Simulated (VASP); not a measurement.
# Ta (P6_3/mmc) in VASP: notebook

Ta is run at these levels: PBEsol; tasks: single point.

Program: VASP 6.6.1. These are calculated values, not measurements. Logs are shortened: lines on timing, memory, paths and dates and some standing lists are left out, and cuts for length are marked.

## (1) The cell of the first run

Symmetry: P6_3/mmc, No. 194, hexagonal system. The conventional cell has a = 2.825 Å, b = 2.825 Å, c = 5.034 Å, α = 90.00°, β = 90.00°, γ = 120.00°. Within 3.7 Å of Ta (site symmetry -6m2) lie 12 Ta at 2.82 to 3.00 Å.

This isn't the form of Ta at room conditions, which is bcc.

## (2) Single point, PBEsol (17.39 Å³/atom)

Input file INCAR:

```
SYSTEM = Ta
ALGO = Normal
EDIFF = 1E-6
ENCUT = 520
GGA = PS
ISIF = 2
ISMEAR = -1
LASPH = .TRUE.
LCHARG = .TRUE.
LELF = .TRUE.
LREAL = .FALSE.
LVHAR = .TRUE.
LWAVE = .FALSE.
NBANDS = 18
NELM = 80
PREC = Accurate
SIGMA = 0.1
```

Input file KPOINTS:

```
k-points
0
G
  14 14 7
  0 0 0
```

Input file POSCAR:

```
Ta
1.0
    2.8246509645      0.0000000000      0.0000000000
   -1.4123254823      2.4462194921      0.0000000000
    0.0000000000      0.0000000000      5.0338055341
Ta
2
Direct
    0.3333333333      0.6666666667      0.2500000000
    0.6666666667      0.3333333333      0.7500000000
```

Potentials or basis: VASP PAW PBE potentials, release 64 (Ta_pv).

Run with:

```
> cat potpaw_PBE.64/Ta_pv/POTCAR > POTCAR
> mpirun -np 1 vasp_std > vasp.out
```

OUTCAR:

```text
SYSTEM = Ta
   EDIFF = 1E-6
   ENCUT = 520
   GGA = PS
   ISIF = 2
   ISMEAR = -1
   LASPH = .TRUE.
   LREAL = .FALSE.
   NELM = 80
   PREC = Accurate

 ion  position               nearest neighbor table
   1  0.333  0.667  0.250-   2 3.00   2 3.00   2 3.00   2 3.00   2 3.00   2 3.00
   2  0.667  0.333  0.750-   1 3.00   1 3.00   1 3.00   1 3.00   1 3.00   1 3.00

  LATTYP: Found a hexagonal cell.
 ALAT       =     2.8246509645
 C/A-ratio  =     1.7820982477

  Lattice vectors:

 A1 = (   2.8246509645,   0.0000000000,   0.0000000000)
 A2 = (  -1.4123254823,   2.4462194921,   0.0000000000)
 A3 = (   0.0000000000,   0.0000000000,   5.0338055341)

Analysis of symmetry for initial positions (statically):
=====================================================================
 Subroutine PRICEL returns:
 Original cell was already a primitive cell.

 Routine SETGRP: Setting up the symmetry group for a
 hexagonal supercell.

 Subroutine GETGRP returns: Found 24 space group operations
 (whereof 12 operations were pure point group operations)
 out of a pool of 24 trial point group operations.

The static configuration has the point symmetry D_3d.
 The point group associated with its full space group is D_6h.

Analysis of symmetry for dynamics (positions and initial velocities):
=====================================================================
 Subroutine PRICEL returns:
 Original cell was already a primitive cell.

 Routine SETGRP: Setting up the symmetry group for a
 hexagonal supercell.

 Subroutine GETGRP returns: Found 24 space group operations
 (whereof 12 operations were pure point group operations)
 out of a pool of 24 trial point group operations.

The dynamic configuration has the point symmetry D_3d.
 The point group associated with its full space group is D_6h.

 Subroutine INISYM returns: Found 24 space group operations
 (whereof 12 operations are pure point group operations),
 and found     1 'primitive' translations

----------------------------------------------------------------------------------------

                                     Primitive cell

  volume of cell :      34.7822

  direct lattice vectors                    reciprocal lattice vectors
     2.824650964  0.000000000  0.000000000     0.354026042  0.204397030  0.000000000
    -1.412325482  2.446219492  0.000000000     0.000000000  0.408794061  0.000000000
     0.000000000  0.000000000  5.033805534     0.000000000  0.000000000  0.198656860

  length of vectors
     2.824650964  2.824650965  5.033805534     0.408794061  0.408794061  0.198656860

  position of ions in fractional coordinates (direct lattice)
     0.333333333  0.666666667  0.250000000
     0.666666667  0.333333333  0.750000000

  ion indices of the primitive-cell ions
   primitive index   ion index
                 1           1
                 2           2

----------------------------------------------------------------------------------------

 KPOINTS: k-points

Automatic generation of k-mesh.
 Grid dimensions read from file:
 generate k-points for:   14   14    7

 Generating k-lattice:

  Cartesian coordinates                     Fractional coordinates (reciprocal lattice)
     0.025287574  0.014599788  0.000000000     0.071428571  0.000000000  0.000000000
     0.000000000  0.029199576  0.000000000     0.000000000  0.071428571  0.000000000
     0.000000000  0.000000000  0.028379551     0.000000000  0.000000000  0.142857143

  Length of vectors
     0.029199576  0.029199576  0.028379551

  Shift w.r.t. Gamma in fractional coordinates (k-lattice)
     0.000000000  0.000000000  0.000000000

 Subroutine IBZKPT returns following result:
 ===========================================

 Found     96 irreducible k-points:

 Following reciprocal coordinates:
            Coordinates               Weight
  0.000000  0.000000  0.000000      1.000000
  0.071429  0.000000  0.000000      6.000000
  0.142857  0.000000  0.000000      6.000000
  0.214286  0.000000  0.000000      6.000000
  0.285714  0.000000  0.000000      6.000000
  0.357143  0.000000  0.000000      6.000000
[... 16 lines left out ...]
  0.285714  0.285714  0.000000      6.000000
  0.357143  0.285714  0.000000      6.000000
 [... further k-points ...]
   k-points           NKPTS =     96   k-points in BZ     NKDIM =     96   number of bands    NBANDS=     18
   number of dos      NEDOS =    301   number of ions     NIONS =      2
   total plane-waves  NPLWV =  23040
   dimension x,y,z NGX =    24 NGY =   24 NGZ =   40
   dimension x,y,z NGXF=    48 NGYF=   48 NGZF=   80
   ions per type =               2
   NGX,Y,Z   is equivalent  to a cutoff of  14.13, 14.13, 13.21 a.u.
   NGXF,Y,Z  is equivalent  to a cutoff of  28.25, 28.25, 26.42 a.u.
 SYSTEM =  Ta
   PREC   = accura    normal or accurate (medium, high low for compatibility)
   ISTART =      0    job   : 0-new  1-cont  2-samecut
   ICHARG =      2    charge: 1-file 2-atom 10-const
   ISPIN  =      1    spin polarized calculation?
   LNONCOLLINEAR =      F non collinear calculations
   LSORBIT =      F    spin-orbit coupling
   LASPH  =      T    aspherical Exc in radial PAW
   ENCUT  =  520.0 eV  38.22 Ry    6.18 a.u.   5.25  5.25  9.36*2*pi/ulx,y,z
   NELM   =     80;   NELMIN=  2; NELMDL= -5     # of ELM steps
   EDIFF  = 0.1E-05   stopping-criterion for ELM
   LREAL  =      F    real-space projection
   EDIFFG = 0.1E-04   stopping-criterion for IOM
   NSW    =      0    number of steps for IOM
   IBRION =     -1    ionic relax: 0-MD 1-quasi-New 2-CG
   NFREE  =      0    steps in history (QN), initial steepest desc. (CG)
   ISIF   =      2    stress and relaxation
   ISYM   =      2    0-nonsym 1-usesym 2-fastsym
   POTIM  = 0.5000    time-step for ionic-motion
   TEBEG  =    0.0;   TEEND  =   0.0 temperature during run
   PSTRESS=    0.0 pullay stress
   NELECT =      22.0000    total number of electrons
   NUPDOWN=      -1.0000    fix difference up-down
   EMIN   =  10.00;   EMAX   =-10.00  energy-range for DOS
   EFERMI =   0.00;   METHOD = LEGACY
   ISMEAR =    -1;   SIGMA  =   0.10  broadening in eV -4-tet -1-fermi 0-gaus
   EFERMI_NEDOS =   21; number of points for ismear=-14 and -15
   IALGO  =     38    algorithm
   IMIX   =      4    mixing-type and parameters
     AMIX     =   0.40;   BMIX     =  1.00
     AMIX_MAG =   1.60;   BMIX_MAG =  1.00
  volume/ion in A,a.u.               =      17.39       117.36
  Fermi-wavevector in a.u.,A,eV,Ry     =   1.405282  2.655598 26.869026  1.974818
  Thomas-Fermi vector in A             =   2.527759
   LORBIT       =      0    0 simple, 1 ext, 2 COOP (PROOUT), +10 PAW based schemes
   GGA     = PS    functional components
   LHFCALC =     F    Hartree Fock is set to
   AEXX    =    0.0000 exact exchange contribution
   IVDW    =     0    specifies the selected vdW correction
   LEPSILON=     F    determine dielectric tensor
   LRPA    =     F    only Hartree local field effects (RPA)
 non-spin polarized calculation
  energy-cutoff  :      520.00
  volume of cell :       34.78
 maximum number of plane-waves:       948
 NGX is ok and might be reduce to    24
   NGX = 11   NGY = 11   NGZ = 19

 number of electron      21.9999998 magnetization

 Free energy of the ion-electron system (eV)
  ---------------------------------------------------
  ext. energy  EPLUGINS =         0.00000000
  ---------------------------------------------------
  free energy    TOTEN  =       -24.50829247 eV

  energy without entropy =      -24.42942823  energy(sigma->0) =      -24.46886035

 E-fermi :   6.0276     XC(G=0): -12.8970

 val. band max:        6.0258312367   @ k =   0.2857   0.2143   0.1429
 cond. band min:       6.0296941738   @ k =   0.3571   0.1429   0.1429
 fundamental gap:      0.0038629370
 Fermi energy:         6.0275534181

 k-point     1 :       0.0000    0.0000    0.0000
  band No.  band energies     occupation
      1     -28.4587      2.00000
      2     -27.3905      2.00000
      3     -27.2571      2.00000
      4     -27.2571      2.00000
      5     -27.1515      2.00000
      6     -27.1515      2.00000
[... 10 lines left out ...]
     17      11.6471      0.00000
     18      11.6471      0.00000

 k-point     2 :       0.0714    0.0000    0.0000
  band No.  band energies     occupation
      1     -28.4374      2.00000
      2     -27.3927      2.00000
      3     -27.3265      2.00000
      4     -27.2758      2.00000
      5     -27.2226      2.00000
      6     -27.1639      2.00000
[... 10 lines left out ...]
     17      11.7447      0.00000
     18      12.1266      0.00000

 k-point     3 :       0.1429    0.0000    0.0000
  band No.  band energies     occupation
      1     -28.3761      2.00000
      2     -27.5188      2.00000
      3     -27.4166      2.00000
      4     -27.4007      2.00000
      5     -27.3270      2.00000
      6     -27.1992      2.00000
[... 10 lines left out ...]
     17      11.9318      0.00000
     18      13.1686      0.00000

 k-point     4 :       0.2143    0.0000    0.0000
  band No.  band energies     occupation
      1     -28.2820      2.00000
      2     -27.7917      2.00000
      3     -27.6847      2.00000
      4     -27.4172      2.00000
      5     -27.3986      2.00000
      6     -27.2513      2.00000
[... 375 lines left out ...]
      4     -27.8230      2.00000
      5     -27.7439      2.00000
      6     -27.6054      2.00000
[... 10 lines left out ...]
     17      14.7628      0.00000
     18      15.0844      0.00000

 k-point    23 :       0.2857    0.2857    0.0000
  band No.  band energies     occupation
      1     -28.3246      2.00000
      2     -28.2252      2.00000
      3     -27.9746      2.00000
      4     -27.8463      2.00000
      5     -27.8094      2.00000
      6     -27.6146      2.00000
[... 10 lines left out ...]
     17      14.6810      0.00000
     18      14.8262      0.00000

 k-point    24 :       0.3571    0.2857    0.0000
  band No.  band energies     occupation
      1     -28.3019      2.00000
      2     -28.1662      2.00000
      3     -28.0773      2.00000
      4     -27.9262      2.00000
      5     -27.7485      2.00000
      6     -27.6631      2.00000
[... 10 lines left out ...]
     17      14.0571      0.00000
     18      14.2632      0.00000

 [... further k-points ...]

------------------------ aborting loop because EDIFF is reached ----------------------------------------

  FORCE on cell =-STRESS in cart. coord.  units (eV):
  Direction    XX          YY          ZZ          XY          YZ          ZX
  --------------------------------------------------------------------------------------
  -------------------------------------------------------------------------------------
  Total        2.1803313      2.1803313      1.7776584     -0.0000000      0.0000000      0.0000000
  in kB      100.4329963    100.4329963     81.8846034     -0.0000000      0.0000000      0.0000000
  external PRESSURE =      94.2501987 kB  Pullay stress =       0.0000000 kB

 VOLUME and BASIS-vectors are now :
 -----------------------------------------------------------------------------
  energy-cutoff  :      520.00
  volume of cell :       34.78
      direct lattice vectors                 reciprocal lattice vectors
     2.824650964  0.000000000  0.000000000     0.354026042  0.204397030  0.000000000
    -1.412325482  2.446219492  0.000000000     0.000000000  0.408794061  0.000000000
     0.000000000  0.000000000  5.033805534     0.000000000  0.000000000  0.198656860

 POSITION                                       TOTAL-FORCE (eV/Angst)
 -----------------------------------------------------------------------------------
     -0.00000      1.63081      1.25845         0.000000     -0.000000      0.000000
      1.41233      0.81541      3.77535        -0.000000      0.000000      0.000000
 -----------------------------------------------------------------------------------
    total drift:                                0.000000     -0.000000      0.000000

  FREE ENERGIE OF THE ION-ELECTRON SYSTEM (eV)
  ---------------------------------------------------
  free  energy   TOTEN  =       -24.5082924728 eV

  energy  without entropy=      -24.4294282313  energy(sigma->0) =      -24.46886035
```

It took 20 s on 1 thread of Intel Xeon 6975P-C (Granite Rapids), shared host; peak memory 0.19 GiB.

What came out:

* Free energy: -24.5083 eV
* Pressure: 9.4 GPa
* Band gap on the k mesh: zero (bands 11 and 12 overlap by 2.02 eV)

Levels at points of the mesh, in eV from the Fermi level:
```csv
k point,band 7,band 8,band 9,band 10,band 11,band 12,band 13,band 14,band 15,band 16
"(0.00, 0.00, 0.00)",-8.48,-5.17,-0.67,0.15,0.60,0.60,1.23,1.23,3.22,3.22
"(0.50, 0.00, 0.00)",-4.28,-4.21,-3.69,-0.40,-0.27,0.58,0.87,6.09,7.10,7.44
```

Caveat: the cell stands under pressure; the PAW data sets were made with another functional, which shifts forces and pressure a little; spin-orbit coupling is left out, which moves the levels of the heavy elements.

## (3) Single point, PBEsol (18.12 Å³/atom)

This run uses another cell than the first one, of 18.12 Å³/atom.

Input file INCAR:

```
PREC = Accurate
ENCUT = 520
EDIFF = 1E-7
ISMEAR = -1
SIGMA = 0.1
LREAL = F
LASPH = T
NELM = 100
ALGO = Normal
ISIF = 2
LWAVE = F
LCHARG = F
GGA = PS
NBANDS = 18
```

Input file KPOINTS:

```
Automatic mesh
0
Gamma
  14 14 7
```

Input file POSCAR:

```
Ta
1.0
    2.8633496222      0.0000000000      0.0000000000
   -1.4316748111      2.4797335127      0.0000000000
    0.0000000000      0.0000000000      5.1027703442
Ta
2
Direct
    0.3333333333      0.6666666667      0.2500000000
    0.6666666667      0.3333333333      0.7500000000
```

Potentials or basis: VASP PAW PBE potentials, release 64 (Ta_pv).

Run with:

```
> cat potpaw_PBE.64/Ta_pv/POTCAR > POTCAR
> mpirun -np 1 vasp_std > vasp.out
```

It took 28 s on 1 thread of Intel Xeon 6975P-C (Granite Rapids), shared host; peak memory 0.18 GiB.

The run converged. Its results:

```
Free energy            : -24.5521 eV
Pressure               : 0.5 GPa
Band gap on the k mesh : zero (bands 11 and 12 overlap by 1.87 eV)
```

Stress tensor (GPa, compression positive):
```
 0.81  0.00  0.00
 0.00  0.81  0.00
 0.00  0.00 -0.25
```

Levels at points of the mesh, in eV from the Fermi level:
| k point | band 7 | band 8 | band 9 | band 10 | band 11 | band 12 | band 13 | band 14 | band 15 | band 16 |
| --- | --- | --- | --- | --- | --- | --- | --- | --- | --- | --- |
| (0.00, 0.00, 0.00) | -8.31 | -5.02 | -0.60 | 0.02 | 0.61 | 0.61 | 1.20 | 1.20 | 3.10 | 3.10 |
| (0.50, 0.00, 0.00) | -4.14 | -3.99 | -3.48 | -0.38 | -0.36 | 0.55 | 0.87 | 5.80 | 6.76 | 7.07 |

Caveat: the PAW data sets were made with another functional, which shifts forces and pressure a little; spin-orbit coupling is left out, which moves the levels of the heavy elements.
